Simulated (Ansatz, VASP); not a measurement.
Sb: VASP beside Ansatz

```xyz
1
Lattice="-1.4203 1.4203 1.4203 1.4203 -1.4203 1.4203 1.4203 1.4203 -1.4203" Properties=species:S:1:pos:R:3 pbc="T T T"
Sb    0.0000    0.0000    0.0000
```

Change from the starting cell: volume scaled by 0.45, crystal datasets.

Alike in both runs: task single point; functional LDA; k mesh 14 × 14 × 14; occupations fermi-dirac, width 0.08 eV; no spin polarisation.

|  | VASP | Ansatz |
| --- | --- | --- |
| version | VASP 6.6.1 | Ansatz 0.2.0 |
| potentials or method | VASP PAW LDA potentials, release 64 (Sb), cutoff 500 eV | all-electron PAW with datasets made for the crystal, scalar-relativistic |

VASP gave:

```
pressure (GPa) : 379.6
```

Q: Estimate Ansatz's values.

A: Pressure (GPa): 362.0.

LDA's correlation is that of Perdew and Zunger in VASP and of Perdew and Wang (1992) in Ansatz. Both programs put the cell under a high pressure, so it lies far from rest at this level. Ansatz ran all-electron here, and VASP with PAW potentials.

Spin-orbit coupling is off throughout. Noted on VASP's run: the cell as given lies far from equilibrium.
